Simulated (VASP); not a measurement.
Wanted: the native input for a VASP 6.6.1 run.

```
Task                   : single point
Functional             : PBE
Potentials or basis    : VASP PAW PBE potentials, release 64 (Sn_d, Se)
Cutoff                 : 520 eV
k mesh                 : 12 × 12 × 4
Occupations            : fermi-dirac, width 0.02 eV
Spin                   : no spin polarisation
Dipole correction      : no
Further INCAR settings : ALGO = Normal; EDIFF = 1e-06; NBANDS = 20
```

The structure of SnSe2 lies in POSCAR:

```
SnSe2
1.0
    3.8251493202      0.0000000000      0.0000000000
   -1.9125746601      3.3126764845      0.0000000000
    0.0000000000      0.0000000000      6.3516207428
Sn Se
1 2
Direct
    0.0000000000      0.0000000000      0.0000000000
    0.3333333333      0.6666666667      0.2485898278
    0.6666666667      0.3333333333      0.7514101722
```

This cell differs from its parent crystal: uniaxial z strain +2.0%.

One way to write it, as run:

INCAR

```
  PREC = Accurate
  ENCUT = 520
  EDIFF = 1E-6
  ISMEAR = -1
  SIGMA = 0.02
  LREAL = F
  LASPH = T
  NELM = 80
  ALGO = Normal
  ISIF = 2
  LWAVE = F
  LCHARG = F
  GGA = PE
  NBANDS = 20
```

KPOINTS

```
regular mesh
0
Gamma
  12 12 4
```

Potentials or basis: VASP PAW PBE potentials, release 64 (Sn_d, Se).

Run with:

```bash
$ cat potpaw_PBE.64/Sn_d/POTCAR potpaw_PBE.64/Se/POTCAR > POTCAR
$ mpirun -np 1 vasp_std > vasp.out
```

It gave:

```
Pressure               : 2.6 GPa
Largest force          : 0.265 eV/Å
Band gap on the k mesh : 0.75 eV, indirect (least direct gap 1.19 eV)
```

Caveat: the cell differs from its parent crystal (uniaxial z strain +2.0%); spin-orbit coupling is left out, which moves the levels of the heavy elements; this functional lacks dispersion, which binds the layers, so the pressure and a relaxed spacing across them are unreliable.

It took 59 s on 1 thread of Intel(R) Xeon(R) Platinum 8375C CPU @ 2.90GHz (Ice Lake), with other jobs on the host, peak memory 0.25 GiB.
